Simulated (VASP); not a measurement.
# TiNi (P4/mmm) in VASP: a series of runs

Runs on TiNi. Level: LDA. Tasks: single point.

All numbers are computed with VASP 6.6.1; they aren't measurements. Logs are shortened: lines on timing, memory, paths and dates and some standing lists are left out, and cuts for length are marked.

### Step 1. The cell of the first run

Symmetry: P4/mmm, No. 123, tetragonal system. Conventional cell: a = 2.736 Å, b = 2.736 Å, c = 3.581 Å, α = 90.00°, β = 90.00°, γ = 90.00°. Within 3.5 Å of Ti (site symmetry 4/mmm) lie 8 Ni at 2.64 Å and 4 Ti at 2.74 Å. Within 3.5 Å of Ni (site symmetry 4/mmm) lie 8 Ti at 2.64 Å and 4 Ni at 2.74 Å.

### Step 2. Single point, LDA, collinear spin, ferromagnetic start

INCAR reads:

```
SYSTEM = TiNi
PREC = Accurate
ENCUT = 520
EDIFF = 1E-6
ISMEAR = -1
SIGMA = 0.1
LREAL = .False.
LASPH = .True.
NELM = 150
ALGO = Normal
ISIF = 2
LWAVE = .False.
LCHARG = .False.
ISPIN = 2
MAGMOM = 0 1.5
LORBIT = 11
LMAXMIX = 4
GGA = CA
NBANDS = 22
```

KPOINTS reads:

```
Automatic mesh
0
Gamma
  3 3 2
  0 0 0
```

POSCAR reads:

```
TiNi
1.0
    2.7358030000      0.0000000000      0.0000000000
    0.0000000000      2.7358030000      0.0000000000
    0.0000000000      0.0000000000      3.5814100000
Ti Ni
1 1
Direct
    0.5000000000      0.5000000000      0.5000000000
    0.0000000000      0.0000000000      0.0000000000
```

Potentials or basis: VASP PAW LDA potentials, release 64 (Ti_sv, Ni).

The run is started by

```
> cat potpaw_LDA.64/Ti_sv/POTCAR potpaw_LDA.64/Ni/POTCAR > POTCAR
> mpirun -np 1 vasp_std > vasp.out
```

OUTCAR:

```text
SYSTEM = TiNi
   PREC = Accurate
   ENCUT = 520
   EDIFF = 1E-6
   ISMEAR = -1
   LREAL = .False.
   LASPH = .True.
   NELM = 150
   ISIF = 2
   ISPIN = 2
   LORBIT = 11
   GGA = CA

 ion  position               nearest neighbor table
   1  0.500  0.500  0.500-   2 2.64   2 2.64   2 2.64   2 2.64   2 2.64   2 2.64   2 2.64   2 2.64

   2  0.000  0.000  0.000-   1 2.64   1 2.64   1 2.64   1 2.64   1 2.64   1 2.64   1 2.64   1 2.64

  LATTYP: Found a simple tetragonal cell.
 ALAT       =     2.7358030000
 C/A-ratio  =     1.3090891413

  Lattice vectors:

 A1 = (   2.7358030000,   0.0000000000,   0.0000000000)
 A2 = (   0.0000000000,   2.7358030000,   0.0000000000)
 A3 = (   0.0000000000,   0.0000000000,   3.5814100000)

Analysis of symmetry for initial positions (statically):
=====================================================================
 Subroutine PRICEL returns:
 Original cell was already a primitive cell.

 Routine SETGRP: Setting up the symmetry group for a
 simple tetragonal supercell.

 Subroutine GETGRP returns: Found 16 space group operations
 (whereof 16 operations were pure point group operations)
 out of a pool of 16 trial point group operations.

The static configuration has the point symmetry D_4h.

Analysis of symmetry for dynamics (positions and initial velocities):
=====================================================================
 Subroutine PRICEL returns:
 Original cell was already a primitive cell.

 Routine SETGRP: Setting up the symmetry group for a
 simple tetragonal supercell.

 Subroutine GETGRP returns: Found 16 space group operations
 (whereof 16 operations were pure point group operations)
 out of a pool of 16 trial point group operations.

The dynamic configuration has the point symmetry D_4h.

Analysis of structural, dynamic, and magnetic symmetry:
=====================================================================
 Subroutine PRICEL returns:
 Original cell was already a primitive cell.

 Routine SETGRP: Setting up the symmetry group for a
 simple tetragonal supercell.

 Subroutine GETGRP returns: Found 16 space group operations
 (whereof 16 operations were pure point group operations)
 out of a pool of 16 trial point group operations.

The overall configuration has the point symmetry D_4h.

 Subroutine INISYM returns: Found 16 space group operations
 (whereof 16 operations are pure point group operations),
 and found     1 'primitive' translations

----------------------------------------------------------------------------------------

                                     Primitive cell

  volume of cell :      26.8055

  direct lattice vectors                    reciprocal lattice vectors
     2.735803000  0.000000000  0.000000000     0.365523395  0.000000000  0.000000000
     0.000000000  2.735803000  0.000000000     0.000000000  0.365523395  0.000000000
     0.000000000  0.000000000  3.581410000     0.000000000  0.000000000  0.279219637

  length of vectors
     2.735803000  2.735803000  3.581410000     0.365523395  0.365523395  0.279219637

  position of ions in fractional coordinates (direct lattice)
     0.500000000  0.500000000  0.500000000
     0.000000000  0.000000000  0.000000000

  ion indices of the primitive-cell ions
   primitive index   ion index
                 1           1
                 2           2

----------------------------------------------------------------------------------------

 KPOINTS: Automatic mesh

Automatic generation of k-mesh.
 Grid dimensions read from file:
 generate k-points for:    3    3    2

 Generating k-lattice:

  Cartesian coordinates                     Fractional coordinates (reciprocal lattice)
     0.121841132  0.000000000  0.000000000     0.333333333  0.000000000  0.000000000
     0.000000000  0.121841132  0.000000000     0.000000000  0.333333333  0.000000000
     0.000000000  0.000000000  0.139609818     0.000000000  0.000000000  0.500000000

  Length of vectors
     0.121841132  0.121841132  0.139609818

  Shift w.r.t. Gamma in fractional coordinates (k-lattice)
     0.000000000  0.000000000  0.000000000

 Subroutine IBZKPT returns following result:
 ===========================================

 Found      6 irreducible k-points:

 Following reciprocal coordinates:
            Coordinates               Weight
  0.000000  0.000000  0.000000      1.000000
  0.333333  0.000000  0.000000      4.000000
  0.333333  0.333333  0.000000      4.000000
  0.000000  0.000000  0.500000      1.000000
  0.333333  0.000000  0.500000      4.000000
  0.333333  0.333333  0.500000      4.000000
   k-points           NKPTS =      6   k-points in BZ     NKDIM =      6   number of bands    NBANDS=     22
   number of dos      NEDOS =    301   number of ions     NIONS =      2
   total plane-waves  NPLWV =  11200
   dimension x,y,z NGX =    20 NGY =   20 NGZ =   28
   dimension x,y,z NGXF=    40 NGYF=   40 NGZF=   56
   ions per type =               1   1
   NGX,Y,Z   is equivalent  to a cutoff of  12.15, 12.15, 13.00 a.u.
   NGXF,Y,Z  is equivalent  to a cutoff of  24.31, 24.31, 25.99 a.u.
 SYSTEM =  TiNi
   PREC   = accura    normal or accurate (medium, high low for compatibility)
   ISTART =      0    job   : 0-new  1-cont  2-samecut
   ICHARG =      2    charge: 1-file 2-atom 10-const
   ISPIN  =      2    spin polarized calculation?
   LNONCOLLINEAR =      F non collinear calculations
   LSORBIT =      F    spin-orbit coupling
   LASPH  =      T    aspherical Exc in radial PAW
   ENCUT  =  520.0 eV  38.22 Ry    6.18 a.u.   5.09  5.09  6.66*2*pi/ulx,y,z
   NELM   =    150;   NELMIN=  2; NELMDL= -5     # of ELM steps
   EDIFF  = 0.1E-05   stopping-criterion for ELM
   LREAL  =      F    real-space projection
   EDIFFG = 0.1E-04   stopping-criterion for IOM
   NSW    =      0    number of steps for IOM
   IBRION =     -1    ionic relax: 0-MD 1-quasi-New 2-CG
   NFREE  =      0    steps in history (QN), initial steepest desc. (CG)
   ISIF   =      2    stress and relaxation
   ISYM   =      2    0-nonsym 1-usesym 2-fastsym
   POTIM  = 0.5000    time-step for ionic-motion
   TEBEG  =    0.0;   TEEND  =   0.0 temperature during run
   PSTRESS=    0.0 pullay stress
   NELECT =      22.0000    total number of electrons
   NUPDOWN=      -1.0000    fix difference up-down
   EMIN   =  10.00;   EMAX   =-10.00  energy-range for DOS
   EFERMI =   0.00;   METHOD = LEGACY
   ISMEAR =    -1;   SIGMA  =   0.10  broadening in eV -4-tet -1-fermi 0-gaus
   EFERMI_NEDOS =   21; number of points for ismear=-14 and -15
   IALGO  =     38    algorithm
   IMIX   =      4    mixing-type and parameters
     AMIX     =   0.40;   BMIX     =  1.00
     AMIX_MAG =   1.60;   BMIX_MAG =  1.00
  volume/ion in A,a.u.               =      13.40        90.45
  Fermi-wavevector in a.u.,A,eV,Ry     =   1.532761  2.896499 31.964941  2.349357
  Thomas-Fermi vector in A             =   2.639922
   LORBIT       =     11    0 simple, 1 ext, 2 COOP (PROOUT), +10 PAW based schemes
   GGA     = CA    functional components
   LHFCALC =     F    Hartree Fock is set to
   AEXX    =    0.0000 exact exchange contribution
   IVDW    =     0    specifies the selected vdW correction
   LEPSILON=     F    determine dielectric tensor
   LRPA    =     F    only Hartree local field effects (RPA)
 spin polarized calculation
  energy-cutoff  :      520.00
  volume of cell :       26.81
 maximum number of plane-waves:       740
   NGX = 11   NGY = 11   NGZ = 13

 number of electron      22.0000033 magnetization       0.0012073

 number of electron      22.0000032 magnetization      -0.0001350

 Free energy of the ion-electron system (eV)
  ---------------------------------------------------
  ext. energy  EPLUGINS =         0.00000000
  ---------------------------------------------------
  free energy    TOTEN  =       -16.24453850 eV

  energy without entropy =      -16.18956738  energy(sigma->0) =      -16.21705294

 E-fermi :   8.9947     XC(G=0): -12.7921

 val. band max:        8.8271609695   @ k =   0.3333   0.0000   0.0000
 cond. band min:       9.2600038791   @ k =   0.3333   0.3333   0.5000
 fundamental gap:      0.4328429095
 Fermi energy:         8.9947297450

 spin component 1

 k-point     1 :       0.0000    0.0000    0.0000
  band No.  band energies     occupation
      1     -47.1528      1.00000
      2     -23.7570      1.00000
      3     -23.4384      1.00000
      4     -23.4384      1.00000
      5       1.5384      1.00000
      6       5.1944      1.00000
[... 14 lines left out ...]
     21      28.1709      0.00000
     22      29.7273      0.00000

 k-point     2 :       0.3333    0.0000    0.0000
  band No.  band energies     occupation
      1     -47.0875      1.00000
      2     -23.9251      1.00000
      3     -23.7038      1.00000
      4     -23.3961      1.00000
      5       3.8414      1.00000
      6       6.1385      1.00000
[... 14 lines left out ...]
     21      25.7543      0.00000
     22      28.0939      0.00000

 k-point     3 :       0.3333    0.3333    0.0000
  band No.  band energies     occupation
      1     -47.0246      1.00000
      2     -23.8674      1.00000
      3     -23.8507      1.00000
      4     -23.6489      1.00000
      5       4.9625      1.00000
      6       5.7383      1.00000
[... 14 lines left out ...]
     21      25.2958      0.00000
     22      25.4575      0.00000

 k-point     4 :       0.0000    0.0000    0.5000
  band No.  band energies     occupation
      1     -47.1486      1.00000
      2     -23.8205      1.00000
      3     -23.4373      1.00000
      4     -23.4373      1.00000
      5       3.9949      1.00000
      6       4.8676      1.00000
[... 14 lines left out ...]
     21      26.7993      0.00000
     22      26.7993      0.00000

 k-point     5 :       0.3333    0.0000    0.5000
  band No.  band energies     occupation
      1     -47.0845      1.00000
      2     -23.9153      1.00000
      3     -23.7523      1.00000
      4     -23.3933      1.00000
      5       4.7318      1.00000
      6       5.5075      1.00000
[... 14 lines left out ...]
     21      27.5826      0.00000
     22      30.2928      0.00000

 k-point     6 :       0.3333    0.3333    0.5000
  band No.  band energies     occupation
      1     -47.0218      1.00000
      2     -23.8611      1.00000
      3     -23.8490      1.00000
      4     -23.6948      1.00000
      5       6.3379      1.00000
      6       6.3673      1.00000
[... 14 lines left out ...]
     21      23.9100      0.00000
     22      27.9295      0.00000
 Fermi energy:         8.9947297450

 spin component 2

 k-point     1 :       0.0000    0.0000    0.0000
  band No.  band energies     occupation
      1     -47.1529      1.00000
      2     -23.7570      1.00000
      3     -23.4385      1.00000
      4     -23.4385      1.00000
      5       1.5384      1.00000
      6       5.1943      1.00000
[... 14 lines left out ...]
     21      28.1708      0.00000
     22      29.7273      0.00000

 k-point     2 :       0.3333    0.0000    0.0000
  band No.  band energies     occupation
      1     -47.0876      1.00000
      2     -23.9252      1.00000
      3     -23.7039      1.00000
      4     -23.3962      1.00000
      5       3.8413      1.00000
      6       6.1387      1.00000
[... 14 lines left out ...]
     21      25.7542      0.00000
     22      28.0938      0.00000

 k-point     3 :       0.3333    0.3333    0.0000
  band No.  band energies     occupation
      1     -47.0247      1.00000
      2     -23.8675      1.00000
      3     -23.8508      1.00000
      4     -23.6490      1.00000
      5       4.9624      1.00000
      6       5.7383      1.00000
[... 14 lines left out ...]
     21      25.2957      0.00000
     22      25.4574      0.00000

 k-point     4 :       0.0000    0.0000    0.5000
  band No.  band energies     occupation
      1     -47.1487      1.00000
      2     -23.8206      1.00000
      3     -23.4374      1.00000
      4     -23.4374      1.00000
      5       3.9949      1.00000
      6       4.8675      1.00000
[... 14 lines left out ...]
     21      26.7992      0.00000
     22      26.7992      0.00000

 k-point     5 :       0.3333    0.0000    0.5000
  band No.  band energies     occupation
      1     -47.0846      1.00000
      2     -23.9153      1.00000
      3     -23.7524      1.00000
      4     -23.3934      1.00000
      5       4.7319      1.00000
      6       5.5075      1.00000
[... 14 lines left out ...]
     21      27.5825      0.00000
     22      30.2927      0.00000

 k-point     6 :       0.3333    0.3333    0.5000
  band No.  band energies     occupation
      1     -47.0219      1.00000
      2     -23.8612      1.00000
      3     -23.8491      1.00000
      4     -23.6949      1.00000
      5       6.3379      1.00000
      6       6.3673      1.00000
[... 14 lines left out ...]
     21      23.9099      0.00000
     22      27.9294      0.00000

------------------------ aborting loop because EDIFF is reached ----------------------------------------

  FORCE on cell =-STRESS in cart. coord.  units (eV):
  Direction    XX          YY          ZZ          XY          YZ          ZX
  --------------------------------------------------------------------------------------
  -------------------------------------------------------------------------------------
  Total       -2.9597037     -2.9597037     -1.3690548      0.0000000      0.0000000     -0.0000000
  in kB     -176.9029712   -176.9029712    -81.8290922      0.0000000      0.0000000     -0.0000000
  external PRESSURE =    -145.2116782 kB  Pullay stress =       0.0000000 kB

 VOLUME and BASIS-vectors are now :
 -----------------------------------------------------------------------------
  energy-cutoff  :      520.00
  volume of cell :       26.81
      direct lattice vectors                 reciprocal lattice vectors
     2.735803000  0.000000000  0.000000000     0.365523395  0.000000000  0.000000000
     0.000000000  2.735803000  0.000000000     0.000000000  0.365523395  0.000000000
     0.000000000  0.000000000  3.581410000     0.000000000  0.000000000  0.279219637

 POSITION                                       TOTAL-FORCE (eV/Angst)
 -----------------------------------------------------------------------------------
      1.36790      1.36790      1.79070         0.000000      0.000000      0.000000
      0.00000      0.00000      0.00000         0.000000      0.000000      0.000000
 -----------------------------------------------------------------------------------
    total drift:                               -0.000000      0.000000      0.000000

  FREE ENERGIE OF THE ION-ELECTRON SYSTEM (eV)
  ---------------------------------------------------
  free  energy   TOTEN  =       -16.2445385038 eV

  energy  without entropy=      -16.1895673813  energy(sigma->0) =      -16.21705294

 total charge

# of ion       s       p       d       tot
------------------------------------------
    1        2.243   6.148   1.925  10.316
    2        0.570   0.461   8.320   9.351
--------------------------------------------------
tot          2.813   6.609  10.245  19.667

 magnetization (x)

# of ion       s       p       d       tot
------------------------------------------
    1       -0.000  -0.000  -0.000  -0.000
    2        0.000  -0.000   0.000   0.000
--------------------------------------------------
tot          0.000  -0.000   0.000  -0.000
```

Wall time 5 s (1 thread of Intel Xeon 6975P-C (Granite Rapids), shared host); peak memory 0.13 GiB.

What came out:

- Free energy: -16.2445 eV
- Pressure: -14.5 GPa
- Band gap on the k mesh: zero (filled and empty bands overlap)
- Net moment: 0.00 μB per cell
- Valence electrons inside the program's atomic spheres: Ti 10.32; Ni 9.35

Levels at points of the mesh, in eV from the Fermi level:
Spin up:
| k point | band 8 | band 9 | band 10 | band 11 | band 12 | band 13 | band 14 | band 15 |
| --- | --- | --- | --- | --- | --- | --- | --- | --- |
| (0.00, 0.00, 0.00) | -1.78 | -1.78 | -1.15 | -0.27 | 0.70 | 2.95 | 2.95 | 3.36 |
| (0.00, 0.00, 0.50) | -1.55 | -1.55 | -1.55 | -1.09 | -1.01 | 1.79 | 1.95 | 1.95 |
Spin down:
```csv
k point,band 7,band 8,band 9,band 10,band 11,band 12,band 13,band 14,band 15,band 16
"(0.00, 0.00, 0.00)",-3.35,-1.78,-1.78,-1.15,-0.27,0.70,2.95,2.95,3.36,4.00
"(0.00, 0.00, 0.50)",-2.78,-1.55,-1.55,-1.55,-1.09,-1.01,1.79,1.95,1.95,3.27
```

Caveat: the k points lie up to 0.88 Å⁻¹ apart; the starting moments collapsed, and a magnetic state may lie lower.

### Step 3. Single point, LDA, collinear spin, ferromagnetic start

INCAR, as its differences from that of step 2:

```diff
@@ -12,3 +12,3 @@
 LWAVE = .False.
-LCHARG = .False.
+LCHARG = .True.
 ISPIN = 2
@@ -18,2 +18,4 @@
 GGA = CA
+LELF = .True.
+LVHAR = .True.
 NBANDS = 22
```

KPOINTS reads:

```
Automatic mesh
0
Gamma
  4 4 3
  0 0 0
```

POSCAR is that of step 2.

Potentials or basis: VASP PAW LDA potentials, release 64 (Ti_sv, Ni).

The run is started by

```
> cat potpaw_LDA.64/Ti_sv/POTCAR potpaw_LDA.64/Ni/POTCAR > POTCAR
> mpirun -np 1 vasp_std > vasp.out
```

It took 8.7 s on 1 thread of Intel Xeon 6975P-C (Granite Rapids), shared host; peak memory 0.13 GiB.

Results (log left out):

- Free energy: -15.8241 eV
- Pressure: -11.6 GPa
- Band gap on the k mesh: zero (filled and empty bands overlap)
- Net moment: 0.00 μB per cell
- Valence electrons inside the program's atomic spheres: Ti 10.32; Ni 9.34

Stress tensor (GPa, compression positive):
```
 -8.55   0.00   0.00
  0.00  -8.55   0.00
  0.00   0.00 -17.70
```

Levels at points of the mesh, in eV from the Fermi level:
Spin up:
| k point | band 9 | band 10 | band 11 | band 12 | band 13 | band 14 |
| --- | --- | --- | --- | --- | --- | --- |
| (0.00, 0.00, 0.00) | -1.69 | -1.01 | -0.19 | 0.79 | 3.05 | 3.05 |
| (0.50, 0.00, 0.00) | -1.49 | -1.32 | -0.58 | -0.25 | 0.59 | 1.65 |
| (0.50, 0.50, 0.00) | -0.58 | 0.22 | 2.28 | 2.28 | 2.48 | 2.48 |
Spin down:
```csv
k point,band 9,band 10,band 11,band 12,band 13,band 14
"(0.00, 0.00, 0.00)",-1.69,-1.01,-0.19,0.79,3.05,3.05
"(0.50, 0.00, 0.00)",-1.49,-1.32,-0.58,-0.25,0.59,1.65
"(0.50, 0.50, 0.00)",-0.58,0.22,2.28,2.28,2.48,2.48
```

Caveat: the k points lie up to 0.58 Å⁻¹ apart; the starting moments collapsed, and a magnetic state may lie lower.

### Step 4. Single point, LDA, collinear spin, ferromagnetic start

INCAR reads:

```
PREC = Accurate
ENCUT = 520
EDIFF = 1E-6
ISMEAR = -1
SIGMA = 0.1
LREAL = False
LASPH = True
NELM = 150
ALGO = Normal
ISIF = 2
LWAVE = False
LCHARG = True
ISPIN = 2
MAGMOM = 0 1.5
LORBIT = 11
LMAXMIX = 4
LELF = True
LVHAR = True
NBANDS = 22
```

KPOINTS reads:

```
regular mesh
0
Gamma
  5 5 4
```

POSCAR is that of step 3.

The run is started by

```
> cat potpaw_LDA.64/Ti_sv/POTCAR potpaw_LDA.64/Ni/POTCAR > POTCAR
> mpirun -np 1 vasp_std > vasp.out
```

Wall time 10 s (1 thread of Intel Xeon 6975P-C (Granite Rapids), shared host); peak memory 0.14 GiB.

It converged, with:

| Property | Result |
| --- | --- |
| Free energy | -15.8782 eV |
| Pressure | -12.2 GPa |
| Band gap on the k mesh | zero (filled and empty bands overlap) |
| Net moment | 0.00 μB per cell |
| Valence electrons inside the program's atomic spheres | Ti 10.33; Ni 9.35 |

Stress tensor (GPa, compression positive):
```
-13.32   0.00   0.00
  0.00 -13.32   0.00
  0.00   0.00  -9.89
```

Levels at points of the mesh, in eV from the Fermi level:
Spin up:
| k point | band 7 | band 8 | band 9 | band 10 | band 11 | band 12 | band 13 | band 14 | band 15 | band 16 |
| --- | --- | --- | --- | --- | --- | --- | --- | --- | --- | --- |
| (0.00, 0.00, 0.00) | -3.42 | -1.84 | -1.84 | -1.23 | -0.28 | 0.67 | 2.94 | 2.94 | 3.39 | 3.93 |
| (0.00, 0.00, 0.50) | -2.86 | -1.61 | -1.61 | -1.59 | -1.17 | -1.01 | 1.78 | 1.95 | 1.95 | 3.30 |
Spin down:
```tsv
k point	band 9	band 10	band 11	band 12	band 13	band 14
(0.00, 0.00, 0.00)	-1.84	-1.23	-0.28	0.67	2.94	2.94
(0.00, 0.00, 0.50)	-1.61	-1.59	-1.17	-1.01	1.78	1.95
```

Caveat: the k points lie up to 0.46 Å⁻¹ apart; the starting moments collapsed, and a magnetic state may lie lower.
